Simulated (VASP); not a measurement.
The system is Se.

```xyz
1
Lattice="2.8106 0.0000 0.0000 0.0000 2.8106 0.0000 0.0000 0.0000 2.8106" Properties=species:S:1:pos:R:3 pbc="T T T"
Se    0.0000    0.0000    0.0000
```

| Quantity | Value |
| --- | --- |
| Program | VASP 6.6.1 |
| Task | relaxation of cell and atoms |
| Functional | LDA |
| Potentials or basis | VASP PAW LDA potentials, release 64 (Se) |
| Cutoff | 600 eV |
| k mesh | 14 × 14 × 14 |
| Occupations | fermi-dirac, width 0.05 eV |
| Spin | no spin polarisation |

At the start: pressure -3.4 GPa; volume 22.20 Å³/atom.

Task: How do energy, volume and symmetry change on relaxing?

Result: Over 3 steps the energy falls by 10.5 meV/atom and the volume is 21.26 Å³/atom (-4.3 %); space group Pm-3m (No. 221, to 0.05 Å).

Step by step:
| step | energy change (eV) | largest force (eV/Å) | pressure (GPa) | volume (Å³) |
| --- | --- | --- | --- | --- |
| 1 | 0.0000 | 0.0000 | -3.44 | 22.20 |
| 2 | -0.0065 | 0.0000 | 2.40 | 20.71 |
| 3 | -0.0105 | 0.0000 | -0.01 | 21.26 |

Final structure:
```
Se
1.0
     2.77009    0.00000    0.00000
     0.00000    2.77009    0.00000
     0.00000    0.00000    2.77009
Se
1
Cartesian
  0.0000 0.0000 0.0000
```
